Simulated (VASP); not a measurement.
Set up this calculation in VASP 6.6.1, as the native input.

```yaml
Task: single point
Functional: r2SCAN
Potentials_or_basis: VASP PAW PBE potentials, release 64 (Sn_d, S)
Cutoff: 550 eV
k_mesh: 2 × 6 × 6
Occupations: fermi-dirac, width 0.02 eV
Spin: no spin polarisation
Dipole_correction: no
Further_INCAR_settings: ALGO = Normal; EDIFF = 1e-06; NBANDS = 50
```

The system is SnS.

```
CELL_PARAMETERS angstrom
11.39049 0.00000 0.00000
0.00000 3.96021 0.00000
0.00000 0.00000 4.54320
ATOMIC_POSITIONS crystal
Sn 0.12158 0.25000 0.13267
Sn 0.37842 0.75000 0.63267
Sn 0.62158 0.25000 0.36733
Sn 0.87842 0.75000 0.86733
S 0.84748 0.25000 0.48995
S 0.65252 0.75000 0.98995
S 0.34748 0.25000 0.01005
S 0.15252 0.75000 0.51005
```

One way to write it, as run:

POSCAR

```
SnS
1.0
   11.3904916682      0.0000000000      0.0000000000
    0.0000000000      3.9602140032      0.0000000000
    0.0000000000      0.0000000000      4.5431977466
Sn S
4 4
Direct
    0.1215835331      0.2500000000      0.1326730147
    0.3784164669      0.7500000000      0.6326730147
    0.6215835331      0.2500000000      0.3673269853
    0.8784164669      0.7500000000      0.8673269853
    0.8474823937      0.2500000000      0.4899509165
    0.6525176063      0.7500000000      0.9899509165
    0.3474823937      0.2500000000      0.0100490835
    0.1525176063      0.7500000000      0.5100490835
```

INCAR.step1

```
PREC = Accurate
ENCUT = 550
ISMEAR = -1
SIGMA = 0.02
LREAL = F
LASPH = T
NELM = 120
NBANDS = 50
GGA = PE
ALGO = Normal
EDIFF = 1E-5
LWAVE = T
LCHARG = F
GGA_COMPAT = F
```

INCAR.step2

```
PREC = Accurate
ENCUT = 550
EDIFF = 1E-6
ISMEAR = -1
SIGMA = 0.02
LREAL = F
LASPH = T
NELM = 120
ALGO = Normal
ISIF = 2
LWAVE = F
LCHARG = F
METAGGA = R2SCAN
LMIXTAU = T
NBANDS = 50
ISTART = 1
GGA_COMPAT = F
```

KPOINTS

```
Automatic mesh
0
Gamma
  2 6 6
```

Potentials or basis: VASP PAW PBE potentials, release 64 (Sn_d, S).

Launch:

```sh
$ cat potpaw_PBE.64/Sn_d/POTCAR potpaw_PBE.64/S/POTCAR > POTCAR
$ cp INCAR.step1 INCAR
$ mpirun -np 1 vasp_std > vasp.out
$ cp INCAR.step2 INCAR
$ mpirun -np 1 vasp_std > vasp.out
```

It gave:

The pressure is 0.0 GPa. The largest force is 0.017 eV/Å and the band gap on the k mesh is 1.22 eV (least direct gap 1.53 eV).

Caveat: the PAW data sets were made with another functional, which shifts forces and pressure a little; spin-orbit coupling is left out, which moves the levels of the heavy elements.

It took 16 min on 1 thread of Intel(R) Xeon(R) Platinum 8488C (Sapphire Rapids) (shared host), peak memory 0.5 GiB.
